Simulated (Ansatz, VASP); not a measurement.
**Au in VASP and in Ansatz**

INCAR

```
SYSTEM = Au
PREC = Accurate
ENCUT = 520
EDIFF = 1E-7
ISMEAR = 0
SIGMA = 0.15
LREAL = .False.
LASPH = .True.
NELM = 100
ALGO = Normal
ISIF = 2
LWAVE = .False.
LCHARG = .False.
GGA = PE
NBANDS = 12
```

The input KPOINTS:

```
regular mesh
0
Gamma
  20 20 20
  0 0 0
```

POSCAR

```
Au
1.0
    0.0000000000      2.2091400000      1.8818600000
    2.2091400000      0.0000000000      1.8818600000
    2.2091400000      2.2091400000      0.0000000000
Au
1
Direct
    0.0000000000      0.0000000000      0.0000000000
```

Input for Ansatz:

```yaml
crystal:
  lattice:
    - [0.0, 2.20914, 1.88186]
    - [2.20914, 0.0, 1.88186]
    - [2.20914, 2.20914, 0.0]
  atoms:
    - { symbol: Au, position: [0.0, 0.0, 0.0] }
basis:
  ecutwfc: 420
kpoints:
  mp_grid: { grid: [20, 20, 20] }
hamiltonian:
  xc: pbe
scf:
  occupations: { method: gaussian, width: 0.15 }
output:
  forces: true
  stress: true
  eigenvalues: true
  write_density: true
  write_potential: true
  elf: true
  volumetric_format: npy
```

Change from the starting cell: strain +0.080 along x and y, -0.080 along z, atoms carried along.

Alike in both runs: task single point; functional PBE; k mesh 20 × 20 × 20; occupations gaussian, width 0.15 eV; no spin polarisation.

```csv
,VASP,Ansatz
version,VASP 6.6.1,Ansatz 0.2.0
potentials or method,"VASP PAW PBE potentials, release 64 (Au), cutoff 520 eV","scalar-relativistic, plane waves, PAW"
valence electrons in the cell,11,19
```

Ansatz gave:

* gap on the k mesh at the Fermi level (eV): none
* pressure (GPa): -2.6
* traceless stress, the component that is largest in VASP (GPa): 0.64

**Question.** Estimate VASP's values.

**Answer.** gap on the k mesh at the Fermi level (eV): none; pressure (GPa): -2.8; traceless stress, the component that is largest in VASP (GPa): 0.66.

A gap of «none» marks a metal or a gap that the smearing closes. VASP's potentials hold 11 valence electrons a cell and Ansatz's 19, so a difference there can come from the potentials and not from the codes.

Spin-orbit coupling is off throughout.
